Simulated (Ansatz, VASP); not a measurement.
**BP in VASP and in Ansatz**

File POSCAR:

```
BP
1.0
    0.0000000000      2.2537713532      2.2537713532
    2.2537713532      0.0000000000      2.2537713532
    2.2537713532      2.2537713532      0.0000000000
P B
1 1
Direct
    0.7500000000      0.7500000000      0.7500000000
    0.0000000000      0.0000000000      0.0000000000
```

Contents of INCAR.step1:

```
SYSTEM = BP
PREC = Accurate ; ENCUT = 1000
EDIFF = 1E-5 ; ISMEAR = -1
SIGMA = 0.05 ; LREAL = .FALSE.
LASPH = .TRUE. ; NELM = 120
ALGO = Normal ; ISIF = 2
LWAVE = .TRUE. ; LCHARG = .FALSE.
NBANDS = 11 ; GGA = PE
GGA_COMPAT = .FALSE.
```

File INCAR.step2:

```
SYSTEM = BP
PREC = Accurate ; ENCUT = 1000
EDIFF = 1E-6 ; ISMEAR = -1
SIGMA = 0.05 ; LREAL = .FALSE.
LASPH = .TRUE. ; NELM = 120
ALGO = Normal ; ISIF = 2
LWAVE = .FALSE. ; LCHARG = .FALSE.
GGA = PE ; LHFCALC = .TRUE.
AEXX = 1.0 ; ALDAC = 0.0
AGGAC = 0.0 ; PRECFOCK = Normal
NBANDS = 11 ; ISTART = 1
GGA_COMPAT = .FALSE.
```

File KPOINTS:

```
Automatic mesh
0
G
  5 5 5
  0 0 0
```

File input.yaml:

```yaml
crystal:
  lattice:
    - [0.0, 2.2537713532, 2.2537713532]
    - [2.2537713532, 0.0, 2.2537713532]
    - [2.2537713532, 2.2537713532, 0.0]
  atoms:
    - { symbol: P, position: [0.75, 0.75, 0.75] }
    - { symbol: B, position: [0.0, 0.0, 0.0] }
hamiltonian:
  xc: hf
  pseudopotentials: { kind: paw }
kpoints:
  mp_grid: { grid: [5, 5, 5] }
scf:
  occupations: { method: fermi_dirac, width: 0.05 }
output:
  forces: true
  stress: true
  eigenvalues: true
```

Alike in both runs: task single point; functional HF; k mesh 5 × 5 × 5; occupations fermi-dirac, width 0.05 eV; no spin polarisation.

|  | VASP | Ansatz |
| --- | --- | --- |
| version | VASP 6.6.1 | Ansatz 0.2.0 |
| potentials or method | VASP PAW PBE potentials, release 64 (P, B_h) | Ansatz PAW |
| plane-wave cutoff (eV) | 1000 | 420 |
| valence electrons in the cell | 8 | 8 |

Ansatz gave:

| Quantity | Value |
| --- | --- |
| gap on the k mesh at the Fermi level (eV) | 7.91 |
| least direct gap on the mesh (eV) | 10.83 |

Problem. What did VASP give for the same quantities?

Solution. gap on the k mesh at the Fermi level (eV): 8.05; least direct gap on the mesh (eV): 11.00.

VASP's potentials were made for PBE, not for HF.

The k mesh is coarse, so the values compare programs but aren't converged. Noted on Ansatz's run: odd divisions of the mesh miss points on the zone boundary, where band edges often lie, so the gap on the mesh can be too wide.
